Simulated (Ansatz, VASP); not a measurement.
## AgPt3 in VASP and in Ansatz

```xyz
4
Lattice="3.9000 0.0000 0.0000 0.0000 3.9000 0.0000 0.0000 0.0000 3.9390" Properties=species:S:1:pos:R:3 pbc="T T T"
Ag    0.0000    0.0000    0.0000
Pt    0.0000    1.9500    1.9695
Pt    1.9500    0.0000    1.9695
Pt    1.9500    1.9500    0.0000
```

Change from the starting cell: zz strain of +1 %.

Alike in both runs: task single point; functional LDA; k mesh 9 × 9 × 9; occupations fermi-dirac, width 0.08 eV; no spin polarisation.

|  | VASP | Ansatz |
| --- | --- | --- |
| version | VASP 6.6.1 | Ansatz 0.2.0 |
| potentials or method | VASP PAW LDA potentials, release 64 (Ag, Pt), cutoff 520 eV | all-electron LAPW, scalar-relativistic |

```csv
,VASP,Ansatz,Ansatz less VASP
pressure (GPa),0.2,-0.3,-0.52
"traceless stress, the component that is largest in VASP (GPa)",-0.74,-0.74,-0.003
```

LDA's correlation is that of Perdew and Zunger in VASP and of Perdew and Wang (1992) in Ansatz. Ansatz ran all-electron here, and VASP with PAW potentials.

Spin-orbit coupling is off throughout.
